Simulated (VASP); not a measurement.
# Ti (P6_3/mmc) in VASP: further runs

Ti is run at these levels: BLYP; tasks: single point, relaxation of cell and atoms.

Everything below comes from runs of VASP 6.6.1. Logs are shortened: lines on timing, memory, paths and dates and some standing lists are left out, and cuts for length are marked.

## (1) The cell of the first run

The structure is hexagonal, space group P6_3/mmc (No. 194). The conventional cell has a = 2.962 Å, b = 2.962 Å, c = 4.690 Å, α = 90.00°, β = 90.00°, γ = 120.00°. Ti (site symmetry -6m2) has 12 Ti at 2.90 to 2.96 Å within 3.8 Å.

## (2) Single point, BLYP

File INCAR:

```
SYSTEM = Ti
PREC = Accurate
ENCUT = 520
EDIFF = 1E-7
ISMEAR = -1
SIGMA = 0.1
LREAL = .FALSE.
LASPH = .TRUE.
NELM = 100
ALGO = Normal
ISIF = 2
LWAVE = .FALSE.
LCHARG = .TRUE.
GGA = B5
ALDAX = 1.0
AGGAX = 1.0
AGGAC = 1.0
ALDAC = 0.0
LELF = .TRUE.
LVHAR = .TRUE.
NBANDS = 19
```

File KPOINTS:

```
regular mesh
0
G
  12 12 7
  0 0 0
```

File POSCAR:

```
Ti
1.0
    2.9619278092      0.0000000000      0.0000000000
   -1.4809639046      2.5651047270      0.0000000000
    0.0000000000      0.0000000000      4.6901341101
Ti
2
Direct
    0.3333333333      0.6666666667      0.2500000000
    0.6666666667      0.3333333333      0.7500000000
```

Potentials or basis: VASP PAW PBE potentials, release 64 (Ti_sv).

Launch:

```bash
> cat potpaw_PBE.64/Ti_sv/POTCAR > POTCAR
> mpirun -np 1 vasp_std > vasp.out
```

OUTCAR:

```text
SYSTEM = Ti
   PREC = Accurate
   ENCUT = 520
   EDIFF = 1E-7
   ISMEAR = -1
   LREAL = .FALSE.
   LASPH = .TRUE.
   NELM = 100
   ISIF = 2
   GGA = B5

 ion  position               nearest neighbor table
   1  0.333  0.667  0.250-   2 2.90   2 2.90   2 2.90   2 2.90   2 2.90   2 2.90
   2  0.667  0.333  0.750-   1 2.90   1 2.90   1 2.90   1 2.90   1 2.90   1 2.90

  LATTYP: Found a hexagonal cell.
 ALAT       =     2.9619278092
 C/A-ratio  =     1.5834734714

  Lattice vectors:

 A1 = (   2.9619278092,   0.0000000000,   0.0000000000)
 A2 = (  -1.4809639046,   2.5651047270,   0.0000000000)
 A3 = (   0.0000000000,   0.0000000000,   4.6901341101)

Analysis of symmetry for initial positions (statically):
=====================================================================
 Subroutine PRICEL returns:
 Original cell was already a primitive cell.

 Routine SETGRP: Setting up the symmetry group for a
 hexagonal supercell.

 Subroutine GETGRP returns: Found 24 space group operations
 (whereof 12 operations were pure point group operations)
 out of a pool of 24 trial point group operations.

The static configuration has the point symmetry D_3d.
 The point group associated with its full space group is D_6h.

Analysis of symmetry for dynamics (positions and initial velocities):
=====================================================================
 Subroutine PRICEL returns:
 Original cell was already a primitive cell.

 Routine SETGRP: Setting up the symmetry group for a
 hexagonal supercell.

 Subroutine GETGRP returns: Found 24 space group operations
 (whereof 12 operations were pure point group operations)
 out of a pool of 24 trial point group operations.

The dynamic configuration has the point symmetry D_3d.
 The point group associated with its full space group is D_6h.

 Subroutine INISYM returns: Found 24 space group operations
 (whereof 12 operations are pure point group operations),
 and found     1 'primitive' translations

----------------------------------------------------------------------------------------

                                     Primitive cell

  volume of cell :      35.6340

  direct lattice vectors                    reciprocal lattice vectors
     2.961927809  0.000000000  0.000000000     0.337617952  0.194923815  0.000000000
    -1.480963905  2.565104727  0.000000000     0.000000000  0.389847631  0.000000000
     0.000000000  0.000000000  4.690134110     0.000000000  0.000000000  0.213213519

[... 81 lines left out ...]
   ENCUT  =  520.0 eV  38.22 Ry    6.18 a.u.   5.51  5.51  8.72*2*pi/ulx,y,z
   NELM   =    100;   NELMIN=  2; NELMDL= -5     # of ELM steps
   EDIFF  = 0.1E-06   stopping-criterion for ELM
   LREAL  =      F    real-space projection
   EDIFFG = 0.1E-05   stopping-criterion for IOM
   NSW    =      0    number of steps for IOM
   IBRION =     -1    ionic relax: 0-MD 1-quasi-New 2-CG
   NFREE  =      0    steps in history (QN), initial steepest desc. (CG)
   ISIF   =      2    stress and relaxation
   ISYM   =      2    0-nonsym 1-usesym 2-fastsym
   POTIM  = 0.5000    time-step for ionic-motion
   TEBEG  =    0.0;   TEEND  =   0.0 temperature during run
   PSTRESS=    0.0 pullay stress
   NELECT =      24.0000    total number of electrons
   NUPDOWN=      -1.0000    fix difference up-down
   EMIN   =  10.00;   EMAX   =-10.00  energy-range for DOS
   EFERMI =   0.00;   METHOD = LEGACY
   ISMEAR =    -1;   SIGMA  =   0.10  broadening in eV -4-tet -1-fermi 0-gaus
   EFERMI_NEDOS =   21; number of points for ismear=-14 and -15
   IALGO  =     38    algorithm
   IMIX   =      4    mixing-type and parameters
     AMIX     =   0.40;   BMIX     =  1.00
     AMIX_MAG =   1.60;   BMIX_MAG =  1.00
  volume/ion in A,a.u.               =      17.82       120.24
  Fermi-wavevector in a.u.,A,eV,Ry     =   1.435017  2.711788 28.018111  2.059273
  Thomas-Fermi vector in A             =   2.554362
   LORBIT       =      0    0 simple, 1 ext, 2 COOP (PROOUT), +10 PAW based schemes
   GGA     = B5    functional components
   LHFCALC =     F    Hartree Fock is set to
   AEXX    =    0.0000 exact exchange contribution
   IVDW    =     0    specifies the selected vdW correction
   LEPSILON=     F    determine dielectric tensor
   LRPA    =     F    only Hartree local field effects (RPA)
 non-spin polarized calculation
  energy-cutoff  :      520.00
  volume of cell :       35.63
 maximum number of plane-waves:       983
 NGX is ok and might be reduce to    24
   NGX = 11   NGY = 11   NGZ = 17

 number of electron      24.0000004 magnetization

 Free energy of the ion-electron system (eV)
  ---------------------------------------------------
  ext. energy  EPLUGINS =         0.00000000
  ---------------------------------------------------
  free energy    TOTEN  =       -13.57815665 eV

  energy without entropy =      -13.49553743  energy(sigma->0) =      -13.53684704

 E-fermi :   8.4904     XC(G=0): -10.8437

 val. band max:        8.4897958978   @ k =   0.3333   0.3333   0.2857
 cond. band min:       8.4957771221   @ k =   0.3333   0.2500   0.2857
 fundamental gap:      0.0059812242
 Fermi energy:         8.4903850123

 k-point     1 :       0.0000    0.0000    0.0000
  band No.  band energies     occupation
      1     -48.1497      2.00000
      2     -48.0234      2.00000
      3     -24.8740      2.00000
      4     -24.2869      2.00000
      5     -24.2869      2.00000
      6     -24.2174      2.00000
[... 505 lines left out ...]
      6     -24.3804      2.00000
[... 11 lines left out ...]
     18      11.0793      0.00000
     19      11.7812      0.00000

 [... further k-points ...]

------------------------ aborting loop because EDIFF is reached ----------------------------------------

  FORCE on cell =-STRESS in cart. coord.  units (eV):
  Direction    XX          YY          ZZ          XY          YZ          ZX
  --------------------------------------------------------------------------------------
  -------------------------------------------------------------------------------------
  Total       -0.0061468     -0.0061468     -0.0112265     -0.0000000      0.0000000      0.0000000
  in kB       -0.2763716     -0.2763716     -0.5047680     -0.0000000      0.0000000      0.0000000
  external PRESSURE =      -0.3525037 kB  Pullay stress =       0.0000000 kB

 VOLUME and BASIS-vectors are now :
 -----------------------------------------------------------------------------
  energy-cutoff  :      520.00
  volume of cell :       35.63
      direct lattice vectors                 reciprocal lattice vectors
     2.961927809  0.000000000  0.000000000     0.337617952  0.194923815  0.000000000
    -1.480963905  2.565104727  0.000000000     0.000000000  0.389847631  0.000000000
     0.000000000  0.000000000  4.690134110     0.000000000  0.000000000  0.213213519

 POSITION                                       TOTAL-FORCE (eV/Angst)
 -----------------------------------------------------------------------------------
     -0.00000      1.71007      1.17253        -0.000000     -0.000000      0.000000
      1.48096      0.85503      3.51760         0.000000      0.000000      0.000000
 -----------------------------------------------------------------------------------
    total drift:                                0.000000     -0.000000      0.000000

  FREE ENERGIE OF THE ION-ELECTRON SYSTEM (eV)
  ---------------------------------------------------
  free  energy   TOTEN  =       -13.5781566456 eV

  energy  without entropy=      -13.4955374312  energy(sigma->0) =      -13.53684704
```

Wall time 50 s (1 thread of AMD EPYC 9R45 (Zen 5), shared host); peak memory 0.15 GiB.

Results:

```yaml
Free_energy: -13.5782 eV
Pressure: 0.0 GPa
Band_gap_on_the_k_mesh: zero (bands 12 and 13 overlap by 0.98 eV)
```

Caveat: the PAW data sets were made with another functional, which shifts forces and pressure a little.

## (3) Relaxation of cell and atoms, BLYP

This run uses another cell than the first one, of 17.66 Å³/atom.

File INCAR:

```
  PREC = Accurate
  ENCUT = 600
  EDIFF = 1E-6
  ISMEAR = -1
  SIGMA = 0.1
  LREAL = F
  LASPH = T
  NELM = 100
  ALGO = Normal
  ISIF = 3
  LWAVE = F
  LCHARG = F
  GGA = B5
  ALDAX = 1.0
  AGGAX = 1.0
  AGGAC = 1.0
  ALDAC = 0.0
  IBRION = 2
  NSW = 80
  EDIFFG = -0.01
```

File KPOINTS:

```
regular mesh
0
Gamma
  12 12 7
```

File POSCAR:

```
Ti
1.0
    2.9499978604      0.0000000000      0.0000000000
   -1.4749989302      2.5547730882      0.0000000000
    0.0000000000      0.0000000000      4.6860000000
Ti
2
Direct
    0.3333333333      0.6666666667      0.2500000000
    0.6666666667      0.3333333333      0.7500000000
```

Potentials or basis: VASP PAW PBE potentials, release 64 (Ti_sv).

Launch:

```bash
> cat potpaw_PBE.64/Ti_sv/POTCAR > POTCAR
> mpirun -np 1 vasp_std > vasp.out
```

OUTCAR:

```text
PREC = Accurate
   ENCUT = 600
   EDIFF = 1E-6
   ISMEAR = -1
   LREAL = F
   LASPH = T
   NELM = 100
   ISIF = 3
   GGA = B5
   IBRION = 2
   NSW = 80
   EDIFFG = -0.01

 ion  position               nearest neighbor table
   1  0.333  0.667  0.250-   2 2.90   2 2.90   2 2.90   2 2.90   2 2.90   2 2.90
   2  0.667  0.333  0.750-   1 2.90   1 2.90   1 2.90   1 2.90   1 2.90   1 2.90

  LATTYP: Found a hexagonal cell.
 ALAT       =     2.9499978604
 C/A-ratio  =     1.5884757284

  Lattice vectors:

 A1 = (   2.9499978604,   0.0000000000,   0.0000000000)
 A2 = (  -1.4749989302,   2.5547730882,   0.0000000000)
 A3 = (   0.0000000000,   0.0000000000,   4.6860000000)

Analysis of symmetry for initial positions (statically):
=====================================================================
 Subroutine PRICEL returns:
 Original cell was already a primitive cell.

 Routine SETGRP: Setting up the symmetry group for a
 hexagonal supercell.

 Subroutine GETGRP returns: Found 24 space group operations
 (whereof 12 operations were pure point group operations)
 out of a pool of 24 trial point group operations.

The static configuration has the point symmetry D_3d.
 The point group associated with its full space group is D_6h.

Analysis of symmetry for dynamics (positions and initial velocities):
=====================================================================
 Subroutine PRICEL returns:
[... 168 lines left out ...]
  in kB       10.3624873     10.3624873      7.4843376      0.0000000     -0.0000000      0.0000000
  external PRESSURE =       9.4031041 kB  Pullay stress =       0.0000000 kB
[... 203 lines left out ...]
--------------------------------------- Ionic step        7  -------------------------------------------

 number of electron      24.0000000 magnetization

 Free energy of the ion-electron system (eV)
  ---------------------------------------------------
  ext. energy  EPLUGINS =         0.00000000
  ---------------------------------------------------
  free energy    TOTEN  =       -13.57735043 eV

  energy without entropy =      -13.49472404  energy(sigma->0) =      -13.53603723

 E-fermi :   8.4924     XC(G=0): -10.8449

 val. band max:        8.4915699158   @ k =   0.3333   0.3333   0.2857
 cond. band min:       8.4972852460   @ k =   0.3333   0.2500   0.2857
 fundamental gap:      0.0057153302
 Fermi energy:         8.4924259696

 k-point     1 :       0.0000    0.0000    0.0000
  band No.  band energies     occupation
      1     -48.1465      2.00000
      2     -48.0206      2.00000
      3     -24.8705      2.00000
      4     -24.2830      2.00000
      5     -24.2830      2.00000
      6     -24.2148      2.00000
[... 433 lines left out ...]
      3     -24.7106      2.00000
      4     -24.5733      2.00000
      5     -24.5248      2.00000
      6     -24.3767      2.00000
[... 8 lines left out ...]
     15       9.4732      0.00011
     16      10.9684      0.00000

 [... further k-points ...]

------------------------ aborting loop because EDIFF is reached ----------------------------------------

  FORCE on cell =-STRESS in cart. coord.  units (eV):
  Direction    XX          YY          ZZ          XY          YZ          ZX
  --------------------------------------------------------------------------------------
  -------------------------------------------------------------------------------------
  Total        0.0097808      0.0097808     -0.0175158      0.0000000      0.0000000      0.0000000
  in kB        0.4398664      0.4398664     -0.7877312      0.0000000      0.0000000      0.0000000
  external PRESSURE =       0.0306672 kB  Pullay stress =       0.0000000 kB
[... 17 lines left out ...]
  FREE ENERGIE OF THE ION-ELECTRON SYSTEM (eV)
  ---------------------------------------------------
  free  energy   TOTEN  =       -13.5773504283 eV

  energy  without entropy=      -13.4947240359  energy(sigma->0) =      -13.53603723

 reached required accuracy - stopping structural energy minimisation
```

OSZICAR:

```text
N       E                     dE             d eps       ncg     rms          rms(c)
DAV:   1     0.265127291993E+03    0.26513E+03   -0.14650E+04  2440   0.204E+03
DAV:   2     0.139214784389E+02   -0.25121E+03   -0.24992E+03  2504   0.519E+02
DAV:   3    -0.140276806291E+02   -0.27949E+02   -0.27820E+02  4808   0.140E+02
[... 54 lines left out ...]
DAV:   1    -0.135774679633E+02   -0.14630E-03   -0.75505E-03  2576   0.125E+00    0.836E-02
DAV:   2    -0.135773855641E+02    0.82399E-04   -0.43959E-04  2432   0.264E-01    0.426E-02
DAV:   3    -0.135773503295E+02    0.35235E-04   -0.12105E-04  3584   0.114E-01    0.481E-03
DAV:   4    -0.135773503417E+02   -0.12206E-07   -0.10393E-05  2832   0.472E-02    0.232E-03
DAV:   5    -0.135773504283E+02   -0.86643E-07   -0.30261E-07  1480   0.692E-03
   7 F= -.13577350E+02 E0= -.13536037E+02  d E =-.287081E-04
```

CONTCAR:

```text
Ti
   1.00000000000000
     2.9605485825318882    0.0000000000000000    0.0000000000000000
    -1.4802742912659441    2.5639102815943131   -0.0000000000000000
     0.0000000000000000   -0.0000000000000000    4.6934021571277968
  Ti
     2
Direct
     0.3333333332999970    0.6666666667000030    0.2500000000000000
     0.6666666667000030    0.3333333332999970    0.7500000000000000

  0.00000000E+00  0.00000000E+00  0.00000000E+00
  0.00000000E+00  0.00000000E+00  0.00000000E+00
```

It took 2.9 min on 1 thread of AMD EPYC 9R45 (Zen 5), shared host; peak memory 0.16 GiB.

Results:

```
Free energy                           : -13.5774 eV
Relaxed volume                        : 17.81 Å³/atom
Relaxed cell                          : a = 2.961 Å, b = 2.961 Å, c = 4.693 Å, α = 90.00°, β = 90.00°, γ = 120.00°
Space group after relaxing (to 0.1 Å) : P6_3/mmc (No. 194)
Energy gained by relaxing             : 0.5 meV/atom
Ionic steps                           : 7
Pressure after relaxing               : 0.0 GPa
Band gap on the k mesh                : zero (bands 12 and 13 overlap by 0.98 eV)
```

Stress tensor (GPa, compression positive):
```
 0.04  0.00  0.00
 0.00  0.04  0.00
 0.00  0.00 -0.08
```

The path:
```
step  energy change (eV)  largest force (eV/Å)  pressure (GPa)  volume (Å³)
   1              0.0000                0.0000            0.94        35.32
   2             -0.0006                0.0000           -0.65        35.85
   3             -0.0010                0.0000           -0.03        35.64
   4             -0.0010                0.0000           -0.03        35.63
   5             -0.0010                0.0000            0.02        35.61
   6             -0.0010                0.0000            0.01        35.63
   7             -0.0010                0.0000            0.00        35.63
```

Final structure:
```
Ti
1.0
     2.96055    0.00000    0.00000
    -1.48027    2.56391    0.00000
     0.00000    0.00000    4.69340
Ti
2
Direct
  0.33333 0.66667 0.25000
  0.66667 0.33333 0.75000
```

Caveat: the PAW data sets were made with another functional, which shifts forces and pressure a little. BLYP gives volumes clearly too large for solids.

[end of part 1 of 2]
